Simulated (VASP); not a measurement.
# Ga8O11 (P1) in VASP: further runs

Ga8O11 is run at these levels: PBE, HSE06; tasks: single point.

Program: VASP 6.6.1. These are calculated values, not measurements. Logs are shortened: lines on timing, memory, paths and dates and some standing lists are left out, and cuts for length are marked.

### 1 The cell of the first run

The typed cell holds 19 atoms: a = 12.230 Å, b = 3.040 Å, c = 5.800 Å, α = 90.00°, β = 103.70°, γ = 90.00°.

### 2 Single point, PBE

INCAR

```
SYSTEM = Ga8O11
PREC = Accurate
ENCUT = 520
EDIFF = 1E-6
ISMEAR = 0
SIGMA = 0.01
LREAL = Auto
LASPH = .TRUE.
NELM = 80
ALGO = Normal
ISIF = 2
LWAVE = .FALSE.
LCHARG = .FALSE.
GGA = PE
NBANDS = 100
```

KPOINTS

```
Automatic mesh
0
G
  1 1 1
  0 0 0
```

POSCAR

```
Ga8O11
1.0
   12.2300000000      0.0000000000      0.0000000000
    0.0000000000      3.0400000000      0.0000000000
   -1.3736610000      0.0000000000      5.6349850000
Ga O
8 11
Direct
    0.0903510000      0.0065080000      0.7953270000
    0.5892660000      0.4871870000      0.8000410000
    0.9110400000      0.0131830000      0.2014380000
    0.4111770000      0.4934660000      0.2021330000
    0.3385550000      0.0137720000      0.6835290000
    0.8421940000      0.4973500000      0.6795820000
    0.6570550000      0.9932570000      0.3130610000
    0.1536570000      0.5068960000      0.3112880000
    0.1682830000      0.0355730000      0.1005510000
    0.6655320000      0.4986970000      0.0983200000
    0.8315270000      0.0044970000      0.9110230000
    0.3292810000      0.5118800000      0.9042510000
    0.4941520000      0.0217200000      0.2512490000
    0.5019520000      0.0023290000      0.7438160000
    0.0056540000      0.5012430000      0.7481390000
    0.8267400000      0.9907040000      0.4437120000
    0.3288620000      0.4961610000      0.4323620000
    0.1722980000      0.9927410000      0.5745000000
    0.6730910000      0.5150590000      0.5595420000
```

Potentials or basis: VASP PAW PBE potentials, release 64 (Ga_d, O).

Started as:

```console
$ cat potpaw_PBE.64/Ga_d/POTCAR potpaw_PBE.64/O/POTCAR > POTCAR
$ mpirun -np 1 vasp_gam > vasp.out
```

OUTCAR:

```text
SYSTEM = Ga8O11
   PREC = Accurate
   ENCUT = 520
   EDIFF = 1E-6
   ISMEAR = 0
   LREAL = Auto
   LASPH = .TRUE.
   NELM = 80
   ISIF = 2
   GGA = PE

 ion  position               nearest neighbor table
   1  0.090  0.007  0.795-   9 1.80  18 1.80  15 1.81  15 1.84
   2  0.589  0.487  0.800-  10 1.76  14 1.80  14 1.88  19 1.92
   3  0.911  0.013  0.201-  11 1.73  16 1.93
   4  0.411  0.493  0.202-  13 1.74  12 1.78  17 1.85  13 1.88
   5  0.339  0.014  0.684-  14 1.95  18 1.98  12 2.00  12 2.01  17 2.05  17 2.13
   6  0.842  0.497  0.680-  15 1.94  16 2.01  19 2.02  11 2.04  16 2.04  11 2.07
   7  0.657  0.993  0.313-  13 1.94  10 1.97  10 2.00  19 2.02  16 2.03  19 2.11
   8  0.154  0.507  0.311-   9 1.92   9 2.05  17 2.09  18 2.10  18 2.16
   9  0.168  0.036  0.101-   1 1.80   8 1.92   8 2.05
  10  0.666  0.499  0.098-   2 1.76   7 1.97   7 2.00
  11  0.832  0.004  0.911-   3 1.73   6 2.04   6 2.07
  12  0.329  0.512  0.904-   4 1.78   5 2.00   5 2.01
  13  0.494  0.022  0.251-   4 1.74   4 1.88   7 1.94
  14  0.502  0.002  0.744-   2 1.80   2 1.88   5 1.95
  15  0.006  0.501  0.748-   1 1.81   1 1.84   6 1.94
  16  0.827  0.991  0.444-   3 1.93   6 2.01   7 2.03   6 2.04
  17  0.329  0.496  0.432-   4 1.85   5 2.05   8 2.09   5 2.13
  18  0.172  0.993  0.575-   1 1.80   5 1.98   8 2.10   8 2.16
  19  0.673  0.515  0.560-   2 1.92   7 2.02   6 2.02   7 2.11

  LATTYP: Found a simple monoclinic cell.
 ALAT       =     5.8000000425
 B/A-ratio  =     0.5241379272
 C/A-ratio  =     2.1086206742
 COS(beta)  =    -0.2368381017

  Lattice vectors:

 A1 = (  -1.3736610000,   0.0000000000,   5.6349850000)
 A2 = (   0.0000000000,  -3.0400000000,   0.0000000000)
 A3 = (  12.2300000000,   0.0000000000,   0.0000000000)

Analysis of symmetry for initial positions (statically):
=====================================================================
 Subroutine PRICEL returns:
 Original cell was already a primitive cell.

 Routine SETGRP: Setting up the symmetry group for a
 simple monoclinic supercell.

 Subroutine GETGRP returns: Found  1 space group operations
 (whereof  1 operations were pure point group operations)
 out of a pool of  4 trial point group operations.

The static configuration has the point symmetry C_1 .

Analysis of symmetry for dynamics (positions and initial velocities):
=====================================================================
 Subroutine PRICEL returns:
 Original cell was already a primitive cell.

[... 122 lines left out ...]
   NFREE  =      0    steps in history (QN), initial steepest desc. (CG)
   ISIF   =      2    stress and relaxation
   ISYM   =      2    0-nonsym 1-usesym 2-fastsym
   POTIM  = 0.5000    time-step for ionic-motion
   TEBEG  =    0.0;   TEEND  =   0.0 temperature during run
   PSTRESS=    0.0 pullay stress
   NELECT =     170.0000    total number of electrons
   NUPDOWN=      -1.0000    fix difference up-down
   EMIN   =  10.00;   EMAX   =-10.00  energy-range for DOS
   EFERMI =   0.00;   METHOD = LEGACY
   ISMEAR =     0;   SIGMA  =   0.01  broadening in eV -4-tet -1-fermi 0-gaus
   EFERMI_NEDOS =   21; number of points for ismear=-14 and -15
   IALGO  =     38    algorithm
   IMIX   =      4    mixing-type and parameters
     AMIX     =   0.40;   BMIX     =  1.00
     AMIX_MAG =   1.60;   BMIX_MAG =  1.00
  volume/ion in A,a.u.               =      11.03        74.41
  Fermi-wavevector in a.u.,A,eV,Ry     =   1.526957  2.885531 31.723321  2.331598
  Thomas-Fermi vector in A             =   2.634919
   LORBIT       =      0    0 simple, 1 ext, 2 COOP (PROOUT), +10 PAW based schemes
   GGA     = PE    functional components
   LHFCALC =     F    Hartree Fock is set to
   AEXX    =    0.0000 exact exchange contribution
   IVDW    =     0    specifies the selected vdW correction
   LEPSILON=     F    determine dielectric tensor
   LRPA    =     F    only Hartree local field effects (RPA)
 non-spin polarized calculation
 Gauss-broadening in eV      SIGMA  =   0.01
  energy-cutoff  :      520.00
  volume of cell :      209.50
 maximum number of plane-waves:      2837
 NGX is ok and might be reduce to    90
   NGX = 45   NGY = 11   NGZ = 21

 number of electron     169.9999967 magnetization

 Free energy of the ion-electron system (eV)
  ---------------------------------------------------
  ext. energy  EPLUGINS =         0.00000000
  ---------------------------------------------------
  free energy    TOTEN  =       -91.88269608 eV

  energy without entropy =      -91.88269608  energy(sigma->0) =      -91.88269608

 E-fermi :   4.1612     XC(G=0): -11.3817

 val. band max:        4.0983417490   @ k =   0.0000   0.0000   0.0000
 cond. band min:       6.7813631775   @ k =   0.0000   0.0000   0.0000
 fundamental gap:      2.6830214285
 Fermi energy:         4.1611974280

 k-point     1 :       0.0000    0.0000    0.0000
  band No.  band energies     occupation
      1     -14.9413      2.00000
      2     -14.4994      2.00000
      3     -14.4805      2.00000
      4     -13.9640      2.00000
      5     -13.6691      2.00000
      6     -13.4202      2.00000
[... 89 lines left out ...]
     96      11.9755      0.00000
     97      12.5911      0.00000
 [bands above 97 left out]

------------------------ aborting loop because EDIFF is reached ----------------------------------------

  FORCE on cell =-STRESS in cart. coord.  units (eV):
  Direction    XX          YY          ZZ          XY          YZ          ZX
  --------------------------------------------------------------------------------------
  -------------------------------------------------------------------------------------
  Total       11.3621978     31.6848401     37.7180038     -1.2153312     -0.1408774     -2.3020945
  in kB       86.8920656    242.3088612    288.4472998     -9.2942086     -1.0773554    -17.6051987
  external PRESSURE =     205.8827422 kB  Pullay stress =       0.0000000 kB

 VOLUME and BASIS-vectors are now :
 -----------------------------------------------------------------------------
  energy-cutoff  :      520.00
  volume of cell :      209.50
      direct lattice vectors                 reciprocal lattice vectors
    12.230000000  0.000000000  0.000000000     0.081766149  0.000000000  0.019932435
     0.000000000  3.040000000  0.000000000     0.000000000  0.328947368  0.000000000
    -1.373661000  0.000000000  5.634985000     0.000000000  0.000000000  0.177462762

 POSITION                                       TOTAL-FORCE (eV/Angst)
 -----------------------------------------------------------------------------------
      0.01248      0.01978      4.48166         1.025724     -0.324840      0.714758
      6.10774      1.48105      4.50822         1.342101      0.858115     -0.999594
     10.86531      0.04008      1.13510         1.407423     -0.032074      1.894166
      4.75103      1.50014      1.13902        -1.759763      1.932051      0.045841
      3.20159      0.04187      3.85168         0.410548     -0.133784      0.429880
      9.36652      1.51194      3.82943        -1.076358      0.019377      0.915137
[... 11 lines left out ...]
      1.31804      3.01793      3.23730         1.525539     -0.007485     -0.712772
      7.46328      1.56578      3.15301         0.690919     -0.255150      1.107622
 -----------------------------------------------------------------------------------
    total drift:                                0.010325      0.008687      0.000049

  FREE ENERGIE OF THE ION-ELECTRON SYSTEM (eV)
  ---------------------------------------------------
  free  energy   TOTEN  =       -91.8826960825 eV

  energy  without entropy=      -91.8826960825  energy(sigma->0) =      -91.88269608
```

Wall time 42 s (1 thread of Intel Xeon Platinum 8375C at 2.90GHz (Ice Lake), shared host); peak memory 0.3 GiB.

What came out:

```yaml
Free_energy: -91.8827 eV
Pressure: 20.6 GPa
Largest_force: 3.260 eV/Å
Band_gap_on_the_k_mesh: 2.68 eV
```

Forces on the atoms (eV/Å):
```
Ga   1.026 -0.325  0.715
Ga   1.342  0.858 -1.000
Ga   1.407 -0.032  1.894
Ga  -1.760  1.932  0.046
Ga   0.411 -0.134  0.430
Ga  -1.076  0.019  0.915
Ga   0.065  0.210 -0.160
Ga   0.510  0.415  0.020
O    0.072 -0.538  0.531
O    0.245 -0.040  0.953
O   -0.303  0.031 -2.125
O   -0.281  0.048 -1.151
O    2.367 -2.157  0.610
O   -1.607 -0.813 -0.374
O   -2.084  0.393 -0.657
O   -0.723  0.225 -1.001
O   -1.826  0.169 -0.041
O    1.526 -0.007 -0.713
O    0.691 -0.255  1.108
```

Stress tensor (GPa, compression positive):
```
 8.69 -0.93 -1.76
-0.93 24.23 -0.11
-1.76 -0.11 28.84
```

Caveat: the k points lie up to 2.07 Å⁻¹ apart; forces of over 1 eV/Å act on the atoms, so gaps and moduli don't describe the material at rest.

### 3 Single point, PBE

INCAR

```
SYSTEM = Ga8O11
PREC = Accurate
ENCUT = 520
EDIFF = 1E-7
ISMEAR = -1
SIGMA = 0.01
LREAL = Auto
LASPH = .True.
NELM = 80
ALGO = Normal
ISIF = 2
LWAVE = .False.
LCHARG = .False.
GGA = PE
NBANDS = 100
```

KPOINTS

```
regular mesh
0
Gamma
  1 1 1
  0 0 0
```

POSCAR is that of step 2.

Potentials or basis: VASP PAW PBE potentials, release 64 (Ga_d, O).

Started as:

```console
$ cat potpaw_PBE.64/Ga_d/POTCAR potpaw_PBE.64/O/POTCAR > POTCAR
$ mpirun -np 1 vasp_gam > vasp.out
```

It took 46 s on 1 thread of Intel Xeon Platinum 8375C at 2.90GHz (Ice Lake), shared host; peak memory 0.3 GiB.

It converged, with:

| Item | Value |
| --- | --- |
| Free energy | -91.8827 eV |
| Pressure | 20.6 GPa |
| Largest force | 3.259 eV/Å |
| Band gap on the k mesh | 2.68 eV |

Forces on the atoms (eV/Å):
```
Ga   1.027 -0.325  0.715
Ga   1.343  0.858 -0.999
Ga   1.408 -0.032  1.894
Ga  -1.761  1.932  0.046
Ga   0.411 -0.134  0.430
Ga  -1.077  0.019  0.915
Ga   0.065  0.209 -0.160
Ga   0.510  0.415  0.020
O    0.072 -0.538  0.530
O    0.245 -0.040  0.953
O   -0.303  0.031 -2.124
O   -0.281  0.048 -1.151
O    2.366 -2.157  0.610
O   -1.607 -0.813 -0.375
O   -2.084  0.393 -0.657
O   -0.723  0.225 -1.001
O   -1.826  0.169 -0.041
O    1.526 -0.007 -0.713
O    0.691 -0.255  1.108
```

Stress tensor (GPa, compression positive):
```
 8.70 -0.93 -1.76
-0.93 24.24 -0.11
-1.76 -0.11 28.86
```

Levels at points of the mesh, in eV from the valence-band top:
| k point | band 83 | band 84 | band 85 | band 86 | band 87 | band 88 |
| --- | --- | --- | --- | --- | --- | --- |
| (0.00, 0.00, 0.00) | -0.23 | -0.02 | 0.00 | 2.68 | 3.12 | 4.68 |

Caveat: the k points lie up to 2.07 Å⁻¹ apart; forces of over 1 eV/Å act on the atoms, so gaps and moduli don't describe the material at rest. As with any semilocal functional, this PBE gap is likely too small.

### 4 Single point, HSE06

POSCAR is that of step 3.

INCAR.step1

```
PREC     = Accurate       # precision mode
ENCUT    = 520            # plane-wave cutoff, eV
EDIFF    = 1E-5           # SCF threshold, eV
ISMEAR   = 0              # smearing method
SIGMA    = 0.01           # smearing width, eV
LREAL    = Auto         
LASPH    = T              # aspherical terms in the spheres
NELM     = 80             # most SCF steps
ALGO     = Normal         # electronic algorithm
ISIF     = 2              # what is computed and relaxed
LWAVE    = T              # write WAVECAR
LCHARG   = F              # write CHGCAR
NBANDS   = 100            # bands
GGA      = PE             # functional
```

INCAR.step2

```
PREC     = Accurate       # precision mode
ENCUT    = 520            # plane-wave cutoff, eV
EDIFF    = 1E-6           # SCF threshold, eV
ISMEAR   = 0              # smearing method
SIGMA    = 0.01           # smearing width, eV
LREAL    = Auto         
LASPH    = T              # aspherical terms in the spheres
NELM     = 80             # most SCF steps
ALGO     = Normal         # electronic algorithm
ISIF     = 2              # what is computed and relaxed
LWAVE    = F              # write WAVECAR
LCHARG   = F              # write CHGCAR
GGA      = PE             # functional
LHFCALC  = T              # exact exchange
HFSCREEN = 0.2079         # screening, 1/A
PRECFOCK = Fast         
NBANDS   = 100            # bands
ISTART   = 1
```

KPOINTS

```
Automatic mesh
0
Gamma
  1 1 1
```

Started as:

```console
$ cat potpaw_PBE.64/Ga_d/POTCAR potpaw_PBE.64/O/POTCAR > POTCAR
$ cp INCAR.step1 INCAR
$ mpirun -np 1 vasp_gam > vasp.out
$ cp INCAR.step2 INCAR
$ mpirun -np 1 vasp_gam > vasp.out
```

Run time: 2.6 min. Hardware: 1 thread of Intel Xeon Platinum 8375C at 2.90GHz (Ice Lake), shared host; peak memory 0.44 GiB.

Results (log left out):

```yaml
Free_energy: -122.5103 eV
Pressure: 11.8 GPa
Largest_force: 3.121 eV/Å
Band_gap_on_the_k_mesh: 3.53 eV
```

Forces on the atoms (eV/Å):
```
Ga   0.904 -0.300  0.706
Ga   1.353  0.847 -1.004
Ga   1.335 -0.056  1.805
Ga  -1.759  1.879  0.014
Ga   0.399 -0.118  0.487
Ga  -1.164  0.029  0.887
Ga   0.170  0.185 -0.086
Ga   0.729  0.382 -0.019
O   -0.287 -0.514  0.598
O   -0.125 -0.041  0.922
O   -0.039  0.059 -2.232
O    0.103  0.034 -1.171
O    2.217 -2.131  0.531
O   -1.447 -0.764 -0.283
O   -1.846  0.385 -0.534
O   -0.869  0.266 -0.923
O   -1.862  0.165 -0.010
O    1.586 -0.022 -0.763
O    0.603 -0.283  1.075
```

Stress tensor (GPa, compression positive):
```
 1.59 -0.86 -1.13
-0.86 16.23 -0.13
-1.13 -0.13 17.71
```

Levels at points of the mesh, in eV from the valence-band top:
```tsv
k point	band 83	band 84	band 85	band 86	band 87	band 88
(0.00, 0.00, 0.00)	-0.82	-0.71	0.00	3.53	4.07	5.89
```

Caveat: the k points lie up to 2.07 Å⁻¹ apart; the PAW data sets were made with another functional, which shifts forces and pressure a little. A k mesh can miss the band edges.

[end of part 1 of 2]
